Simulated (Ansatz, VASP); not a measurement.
# One calculation of Al3Cu2, two programs

The input POSCAR:

```
Al3Cu2
1.0
    4.0919516368      0.0000000000      0.0000000000
   -2.0459758184      3.5437340685      0.0000000000
    0.0000000000      0.0000000000      4.9927787000
Al Cu
3 2
Direct
    0.0000000000      0.0000000000      0.0000000000
    0.3333333300      0.6666666700      0.3499253500
    0.6666666700      0.3333333300      0.6500746500
    0.3333333300      0.6666666700      0.8395121300
    0.6666666700      0.3333333300      0.1604878700
```

INCAR.step1

```
SYSTEM = Al3Cu2
PREC     = Accurate       ! precision mode
ENCUT    = 520            ! plane-wave cutoff, eV
ISMEAR   = 0              ! smearing method
SIGMA    = 0.1            ! smearing width, eV
LREAL    = .FALSE.        ! projectors in reciprocal space
LASPH    = .TRUE.         ! aspherical terms in the spheres
NELM     = 100            ! most SCF steps
NBANDS   = 24             ! bands
GGA      = PE             ! functional
ALGO     = Normal         ! electronic algorithm
EDIFF    = 1E-4           ! SCF threshold, eV
LWAVE    = .TRUE.         ! write WAVECAR
LCHARG   = .FALSE.        ! write CHGCAR
```

Contents of INCAR.step2:

```
SYSTEM = Al3Cu2
PREC     = Accurate       ! precision mode
ENCUT    = 520            ! plane-wave cutoff, eV
EDIFF    = 1E-6           ! SCF threshold, eV
ISMEAR   = 0              ! smearing method
SIGMA    = 0.1            ! smearing width, eV
LREAL    = .FALSE.        ! projectors in reciprocal space
LASPH    = .TRUE.         ! aspherical terms in the spheres
NELM     = 100            ! most SCF steps
ALGO     = Normal         ! electronic algorithm
ISIF     = 2              ! what is computed and relaxed
LWAVE    = .FALSE.        ! write WAVECAR
LCHARG   = .TRUE.         ! write CHGCAR
METAGGA  = R2SCAN         ! meta-GGA
LMIXTAU  = .TRUE.       
LELF     = .TRUE.         ! ELF
LVHAR    = .TRUE.       
NBANDS   = 24             ! bands
ISTART   = 1
```

KPOINTS

```
regular mesh
0
G
  12 12 8
  0 0 0
```

Input for Ansatz:

```yaml
crystal:
  lattice:
    - [4.0919516368, 0.0, 0.0]
    - [-2.0459758184, 3.5437340685, 0.0]
    - [0.0, 0.0, 4.9927787]
  atoms:
    - { symbol: Al, position: [0.0, 0.0, 0.0] }
    - { symbol: Al, position: [0.33333333, 0.66666667, 0.34992535] }
    - { symbol: Al, position: [0.66666667, 0.33333333, 0.65007465] }
    - { symbol: Cu, position: [0.33333333, 0.66666667, 0.83951213] }
    - { symbol: Cu, position: [0.66666667, 0.33333333, 0.16048787] }
basis:
  ecutwfc: 500
kpoints:
  mp_grid: { grid: [12, 12, 8] }
hamiltonian:
  xc: r2scan
scf:
  occupations: { method: gaussian, width: 0.1 }
output:
  forces: true
  stress: true
  eigenvalues: true
  populations: true
  write_density: true
  write_potential: true
  elf: true
  volumetric_format: npy
```

Alike in both runs: task single point; functional r2SCAN; k mesh 12 × 12 × 8; occupations gaussian, width 0.1 eV; no spin polarisation.

```csv
,VASP,Ansatz
version,VASP 6.6.1,Ansatz 0.2.0
potentials or method,"VASP PAW PBE potentials, release 64 (Al, Cu), cutoff 520 eV","scalar-relativistic, plane waves, PAW"
valence electrons in the cell,31,47
```

|  | VASP | Ansatz | Ansatz less VASP |
| --- | --- | --- | --- |
| gap on the k mesh at the Fermi level (eV) | none | none | - |
| pressure (GPa) | 0.4 | 0.5 | +0.12 |
| traceless stress, the component that is largest in VASP (GPa) | -0.39 | -0.41 | -0.018 |
| rms of the force components (eV/Å) | 0.006 | 0.006 | 0.0000 |

VASP's potentials were made for PBE, not for r2SCAN. Atom by atom the forces differ by 0.001 eV/Å (rms over components). A gap of «none» marks a metal or a gap that the smearing closes. VASP's potentials hold 31 valence electrons a cell and Ansatz's 47, so a difference there can come from the potentials and not from the codes.
